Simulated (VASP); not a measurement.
# Ag (R-3m) in VASP: settings compared

Aim: see how the results for Ag move with the level of theory and the settings. Levels: PBE, BLYP. Tasks: single point.

All numbers are computed with VASP 6.6.1; they aren't measurements. Logs are shortened: lines on timing, memory, paths and dates and some standing lists are left out, and cuts for length are marked.

### 1 The cell of the first run

Symmetry: R-3m, No. 166, trigonal system. The conventional cell has a = 2.827 Å, b = 2.827 Å, c = 20.744 Å, α = 90.00°, β = 90.00°, γ = 120.00°. Within 3.7 Å of Ag (site symmetry -3m) lie 12 Ag at 2.82 to 2.83 Å. Within 3.7 Å of Ag (site symmetry 3m) lie 12 Ag at 2.82 to 2.83 Å.

### 2 Single point, PBE

The input, INCAR:

```
SYSTEM = Ag
PREC = Accurate
ENCUT = 520
EDIFF = 1E-7
ISMEAR = 0
SIGMA = 0.1
LREAL = .False.
LASPH = .True.
NELM = 80
ALGO = Normal
ISIF = 2
LWAVE = .False.
LCHARG = .False.
GGA = PE
NBANDS = 24
```

The input, KPOINTS:

```
regular mesh
0
Gamma
  6 6 6
  0 0 0
```

The input, POSCAR:

```
Ag
1.0
    1.4137330373      0.8162191497      6.9145455634
   -1.4137330373      0.8162191497      6.9145455634
    0.0000000000     -1.6324382994      6.9145455634
Ag
3
Direct
    0.0000000000      0.0000000000      0.0000000000
    0.7777190000      0.7777190000      0.7777190000
    0.2222810000      0.2222810000      0.2222810000
```

Potentials or basis: VASP PAW PBE potentials, release 64 (Ag).

On the command line:

```
$ cat potpaw_PBE.64/Ag/POTCAR > POTCAR
$ mpirun -np 1 vasp_std > vasp.out
```

OUTCAR:

```text
SYSTEM = Ag
   PREC = Accurate
   ENCUT = 520
   EDIFF = 1E-7
   ISMEAR = 0
   LREAL = .False.
   LASPH = .True.
   NELM = 80
   ISIF = 2
   GGA = PE

 ion  position               nearest neighbor table
   1  0.000  0.000  0.000-   2 2.82   2 2.82   3 2.82   3 2.82   2 2.82   3 2.82
   2  0.778  0.778  0.778-   1 2.82   1 2.82   1 2.82   3 2.83   3 2.83   3 2.83
   3  0.222  0.222  0.222-   1 2.82   1 2.82   1 2.82   2 2.83   2 2.83   2 2.83

  LATTYP: Found a trigonal (rhomboedric) cell.
 ALAT       =     7.1046319503
 COS(alpha) =     0.9208079399

  Lattice vectors:

 A1 = (   1.4137330373,   0.8162191497,   6.9145455634)
 A2 = (  -1.4137330373,   0.8162191497,   6.9145455634)
 A3 = (   0.0000000000,  -1.6324382994,   6.9145455634)

Analysis of symmetry for initial positions (statically):
=====================================================================
 Subroutine PRICEL returns:
 Original cell was already a primitive cell.

 Routine SETGRP: Setting up the symmetry group for a
 trigonal (rhombohedral) supercell.

 Subroutine GETGRP returns: Found 12 space group operations
 (whereof 12 operations were pure point group operations)
 out of a pool of 12 trial point group operations.

The static configuration has the point symmetry D_3d.

Analysis of symmetry for dynamics (positions and initial velocities):
=====================================================================
 Subroutine PRICEL returns:
 Original cell was already a primitive cell.

 Routine SETGRP: Setting up the symmetry group for a
 trigonal (rhombohedral) supercell.

 Subroutine GETGRP returns: Found 12 space group operations
 (whereof 12 operations were pure point group operations)
 out of a pool of 12 trial point group operations.

The dynamic configuration has the point symmetry D_3d.

 Subroutine INISYM returns: Found 12 space group operations
 (whereof 12 operations are pure point group operations),
 and found     1 'primitive' translations

----------------------------------------------------------------------------------------

                                     Primitive cell

  volume of cell :      47.8728

  direct lattice vectors                    reciprocal lattice vectors
     1.413733037  0.816219150  6.914545563     0.353673563  0.204193527  0.048207555
    -1.413733037  0.816219150  6.914545563    -0.353673563  0.204193527  0.048207555
     0.000000000 -1.632438299  6.914545563     0.000000000 -0.408387053  0.048207555

  length of vectors
     7.104631950  7.104631950  7.104631950     0.411222511  0.411222511  0.411222511

  position of ions in fractional coordinates (direct lattice)
     0.000000000  0.000000000  0.000000000
     0.777719000  0.777719000  0.777719000
     0.222281000  0.222281000  0.222281000

  ion indices of the primitive-cell ions
   primitive index   ion index
                 1           1
                 2           2
                 3           3

----------------------------------------------------------------------------------------

 KPOINTS: regular mesh

Automatic generation of k-mesh.
 Grid dimensions read from file:
 generate k-points for:    6    6    6

 Generating k-lattice:

  Cartesian coordinates                     Fractional coordinates (reciprocal lattice)
     0.058945594  0.034032254  0.008034592     0.166666667 -0.000000000  0.000000000
    -0.058945594  0.034032254  0.008034592    -0.000000000  0.166666667  0.000000000
     0.000000000 -0.068064509  0.008034592     0.000000000  0.000000000  0.166666667

  Length of vectors
     0.068537085  0.068537085  0.068537085

  Shift w.r.t. Gamma in fractional coordinates (k-lattice)
     0.000000000  0.000000000  0.000000000

 Subroutine IBZKPT returns following result:
 ===========================================

 Found     32 irreducible k-points:

 Following reciprocal coordinates:
            Coordinates               Weight
  0.000000  0.000000  0.000000      1.000000
  0.166667  0.000000 -0.000000      6.000000
  0.333333  0.000000 -0.000000      6.000000
  0.500000  0.000000 -0.000000      3.000000
  0.166667  0.166667 -0.000000      6.000000
  0.333333  0.166667  0.000000     12.000000
[... 16 lines left out ...]
  0.500000  0.500000  0.166667      6.000000
 -0.333333  0.500000  0.166667     12.000000
 [... further k-points ...]
   k-points           NKPTS =     32   k-points in BZ     NKDIM =     32   number of bands    NBANDS=     24
   number of dos      NEDOS =    301   number of ions     NIONS =      3
   total plane-waves  NPLWV = 157464
   dimension x,y,z NGX =    54 NGY =   54 NGZ =   54
   dimension x,y,z NGXF=   108 NGYF=  108 NGZF=  108
   ions per type =               3
   NGX,Y,Z   is equivalent  to a cutoff of  12.64, 12.64, 12.64 a.u.
   NGXF,Y,Z  is equivalent  to a cutoff of  25.27, 25.27, 25.27 a.u.
 SYSTEM =  Ag
   PREC   = accura    normal or accurate (medium, high low for compatibility)
   ISTART =      0    job   : 0-new  1-cont  2-samecut
   ICHARG =      2    charge: 1-file 2-atom 10-const
   ISPIN  =      1    spin polarized calculation?
   LNONCOLLINEAR =      F non collinear calculations
   LSORBIT =      F    spin-orbit coupling
   LASPH  =      T    aspherical Exc in radial PAW
   ENCUT  =  520.0 eV  38.22 Ry    6.18 a.u.  13.21 13.21 13.21*2*pi/ulx,y,z
   NELM   =     80;   NELMIN=  2; NELMDL= -5     # of ELM steps
   EDIFF  = 0.1E-06   stopping-criterion for ELM
   LREAL  =      F    real-space projection
   EDIFFG = 0.1E-05   stopping-criterion for IOM
   NSW    =      0    number of steps for IOM
   IBRION =     -1    ionic relax: 0-MD 1-quasi-New 2-CG
   NFREE  =      0    steps in history (QN), initial steepest desc. (CG)
   ISIF   =      2    stress and relaxation
   ISYM   =      2    0-nonsym 1-usesym 2-fastsym
   POTIM  = 0.5000    time-step for ionic-motion
   TEBEG  =    0.0;   TEEND  =   0.0 temperature during run
   PSTRESS=    0.0 pullay stress
   NELECT =      33.0000    total number of electrons
   NUPDOWN=      -1.0000    fix difference up-down
   EMIN   =  10.00;   EMAX   =-10.00  energy-range for DOS
   EFERMI =   0.00;   METHOD = LEGACY
   ISMEAR =     0;   SIGMA  =   0.10  broadening in eV -4-tet -1-fermi 0-gaus
   EFERMI_NEDOS =   21; number of points for ismear=-14 and -15
   IALGO  =     38    algorithm
   IMIX   =      4    mixing-type and parameters
     AMIX     =   0.40;   BMIX     =  1.00
     AMIX_MAG =   1.60;   BMIX_MAG =  1.00
  volume/ion in A,a.u.               =      15.96       107.69
  Fermi-wavevector in a.u.,A,eV,Ry     =   1.446160  2.732847 28.454949  2.091380
  Thomas-Fermi vector in A             =   2.564260
   LORBIT       =      0    0 simple, 1 ext, 2 COOP (PROOUT), +10 PAW based schemes
   GGA     = PE    functional components
   LHFCALC =     F    Hartree Fock is set to
   AEXX    =    0.0000 exact exchange contribution
   IVDW    =     0    specifies the selected vdW correction
   LEPSILON=     F    determine dielectric tensor
   LRPA    =     F    only Hartree local field effects (RPA)
 non-spin polarized calculation
 Gauss-broadening in eV      SIGMA  =   0.10
  energy-cutoff  :      520.00
  volume of cell :       47.87
 maximum number of plane-waves:      1303
 NGX is ok and might be reduce to    54
   NGX = 27   NGY = 27   NGZ = 27

 number of electron      32.9999998 magnetization

 Free energy of the ion-electron system (eV)
  ---------------------------------------------------
  ext. energy  EPLUGINS =         0.00000000
  ---------------------------------------------------
  free energy    TOTEN  =        -7.78456977 eV

  energy without entropy =       -7.77679554  energy(sigma->0) =       -7.78068265

 E-fermi :   9.3364     XC(G=0): -12.6081

 val. band max:        9.2894857145   @ k =  -0.3333   0.1667   0.1667
 cond. band min:       9.3727678638   @ k =  -0.3333   0.5000   0.1667
 fundamental gap:      0.0832821493
 Fermi energy:         9.3363647391

 k-point     1 :       0.0000    0.0000    0.0000
  band No.  band energies     occupation
      1       1.1180      2.00000
      2       2.6842      2.00000
      3       2.7091      2.00000
      4       4.3072      2.00000
      5       4.3072      2.00000
      6       4.3379      2.00000
[... 16 lines left out ...]
     23      26.6941      0.00000
     24      28.1910      0.00000

 k-point     2 :       0.1667    0.0000   -0.0000
  band No.  band energies     occupation
      1       1.8892      2.00000
      2       3.1764      2.00000
      3       3.1914      2.00000
      4       3.9288      2.00000
      5       4.0725      2.00000
      6       4.2061      2.00000
[... 16 lines left out ...]
     23      25.8123      0.00000
     24      25.9555      0.00000

 k-point     3 :       0.3333    0.0000   -0.0000
  band No.  band energies     occupation
      1       2.7641      2.00000
      2       3.0017      2.00000
      3       3.1678      2.00000
      4       3.3392      2.00000
      5       3.5287      2.00000
      6       4.4656      2.00000
[... 16 lines left out ...]
     23      22.0596      0.00000
     24      22.9209      0.00000

 k-point     4 :       0.5000    0.0000   -0.0000
  band No.  band energies     occupation
      1       2.5291      2.00000
      2       2.8359      2.00000
      3       2.8535      2.00000
      4       3.2076      2.00000
      5       3.2151      2.00000
      6       4.3091      2.00000
[... 16 lines left out ...]
     23      21.9031      0.00000
     24      21.9292      0.00000

 k-point     5 :       0.1667    0.1667   -0.0000
  band No.  band energies     occupation
      1       1.9233      2.00000
      2       3.0834      2.00000
      3       3.2824      2.00000
      4       3.9638      2.00000
      5       4.0410      2.00000
      6       4.2091      2.00000
[... 16 lines left out ...]
     23      25.3692      0.00000
     24      26.2515      0.00000

 k-point     6 :       0.3333    0.1667    0.0000
  band No.  band energies     occupation
      1       3.0385      2.00000
      2       3.3343      2.00000
      3       3.4570      2.00000
      4       3.6332      2.00000
      5       3.8899      2.00000
      6       3.9338      2.00000
[... 16 lines left out ...]
     23      21.5390      0.00000
     24      21.9828      0.00000
[... 379 lines left out ...]
 k-point    21 :      -0.3333    0.3333    0.1667
  band No.  band energies     occupation
      1       2.9528      2.00000
      2       3.0359      2.00000
      3       3.1986      2.00000
      4       3.5989      2.00000
      5       3.6159      2.00000
      6       3.9662      2.00000
[... 16 lines left out ...]
     23      18.8861      0.00000
     24      19.7778      0.00000

 k-point    22 :      -0.1667    0.3333    0.1667
  band No.  band energies     occupation
      1       2.9507      2.00000
      2       3.0598      2.00000
      3       3.1543      2.00000
      4       3.6281      2.00000
      5       3.7913      2.00000
      6       4.0640      2.00000
[... 16 lines left out ...]
     23      20.0602      0.00000
     24      21.5553      0.00000

 k-point    23 :       0.5000    0.5000    0.1667
  band No.  band energies     occupation
      1       2.7773      2.00000
      2       2.8525      2.00000
      3       3.0678      2.00000
      4       3.4653      2.00000
      5       3.9259      2.00000
      6       4.0407      2.00000
[... 16 lines left out ...]
     23      21.7819      0.00000
     24      24.4637      0.00000

 k-point    24 :      -0.3333    0.5000    0.1667
  band No.  band energies     occupation
      1       2.9122      2.00000
      2       3.1038      2.00000
      3       3.1481      2.00000
      4       3.4799      2.00000
      5       3.8498      2.00000
      6       4.0812      2.00000
[... 16 lines left out ...]
     23      19.3534      0.00000
     24      20.6677      0.00000

 [... further k-points ...]

------------------------ aborting loop because EDIFF is reached ----------------------------------------

  FORCE on cell =-STRESS in cart. coord.  units (eV):
  Direction    XX          YY          ZZ          XY          YZ          ZX
  --------------------------------------------------------------------------------------
  -------------------------------------------------------------------------------------
  Total        4.5584480      4.5584480      4.0961473      0.0000000      0.0000000     -0.0000000
  in kB      152.5592360    152.5592360    137.0872520      0.0000000      0.0000000     -0.0000000
  external PRESSURE =     147.4019080 kB  Pullay stress =       0.0000000 kB

 VOLUME and BASIS-vectors are now :
 -----------------------------------------------------------------------------
  energy-cutoff  :      520.00
  volume of cell :       47.87
      direct lattice vectors                 reciprocal lattice vectors
     1.413733037  0.816219150  6.914545563     0.353673563  0.204193527  0.048207555
    -1.413733037  0.816219150  6.914545563    -0.353673563  0.204193527  0.048207555
     0.000000000 -1.632438299  6.914545563     0.000000000 -0.408387053  0.048207555

 POSITION                                       TOTAL-FORCE (eV/Angst)
 -----------------------------------------------------------------------------------
      0.00000      0.00000      0.00000        -0.000000     -0.000000     -0.000000
      0.00000      0.00000     16.13272         0.000000     -0.000000     -0.002632
      0.00000      0.00000      4.61092         0.000000      0.000000      0.002632
 -----------------------------------------------------------------------------------
    total drift:                                0.000000     -0.000000      0.000000

  FREE ENERGIE OF THE ION-ELECTRON SYSTEM (eV)
  ---------------------------------------------------
  free  energy   TOTEN  =        -7.7845697670 eV

  energy  without entropy=       -7.7767955409  energy(sigma->0) =       -7.78068265
```

Run time: 2.6 min. Hardware: 1 thread of Intel Xeon Platinum 8488C (Sapphire Rapids), shared host; peak memory 0.37 GiB.

Results:

```yaml
Free_energy: -7.7846 eV
Pressure: 14.7 GPa
```

Forces in eV/Å, atoms in the order of the input:
```
Ag   0.000  0.000  0.000
Ag   0.000  0.000 -0.003
Ag   0.000  0.000  0.003
```

Levels at points of the mesh, in eV from the Fermi level:
| k point | band 14 | band 15 | band 16 | band 17 | band 18 | band 19 | band 20 | band 21 |
| --- | --- | --- | --- | --- | --- | --- | --- | --- |
| (0.00, 0.00, 0.00) | -3.49 | -3.34 | -3.34 | -3.22 | -3.22 | 8.50 | 8.52 | 15.71 |
| (0.50, 0.00, 0.00) | -2.82 | -2.82 | -0.11 | 1.24 | 1.47 | 5.40 | 5.52 | 6.77 |
| (0.50, 0.50, 0.00) | -2.82 | -2.78 | 0.13 | 0.59 | 1.73 | 4.56 | 6.41 | 8.92 |
| (0.50, 0.50, 0.50) | -3.72 | -3.72 | -3.04 | -3.04 | -0.52 | 4.06 | 14.52 | 14.81 |

Caveat: the k points lie up to 0.43 Å⁻¹ apart.

(Continued in part 2 of 2.)
